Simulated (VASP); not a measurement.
A run of VASP 6.6.1 is set up as follows.

File INCAR:

```
PREC = Accurate
ENCUT = 840
EDIFF = 1E-6
ISMEAR = -1
SIGMA = 0.01
LREAL = F
LASPH = T
NELM = 120
ALGO = Normal
ISIF = 2
LWAVE = F
LCHARG = F
GGA = PE
NBANDS = 15
GGA_COMPAT = F
```

Contents of KPOINTS:

```
regular mesh
0
Gamma
  9 9 9
```

POSCAR

```
MgO
1.0
    0.0000000000      2.1544500000      2.1544500000
    2.1544500000      0.0000000000      2.1544500000
    2.1544500000      2.1544500000      0.0000000000
Mg O
1 1
Direct
    0.0000000000      0.0000000000      0.0000000000
    0.5000000000      0.5000000000      0.5000000000
```

Potentials or basis: VASP PAW PBE potentials, release 64 (Mg_sv, O).

The run is started by

```bash
$ cat potpaw_PBE.64/Mg_sv/POTCAR potpaw_PBE.64/O/POTCAR > POTCAR
$ mpirun -np 1 vasp_std > vasp.out
```

(1) Estimate the band gap on the k mesh.

(2) Predict the pressure.

## Answers

(1) 4.11 eV.

(2) -5.3 GPa.

Caveat: the cell stands under tension.
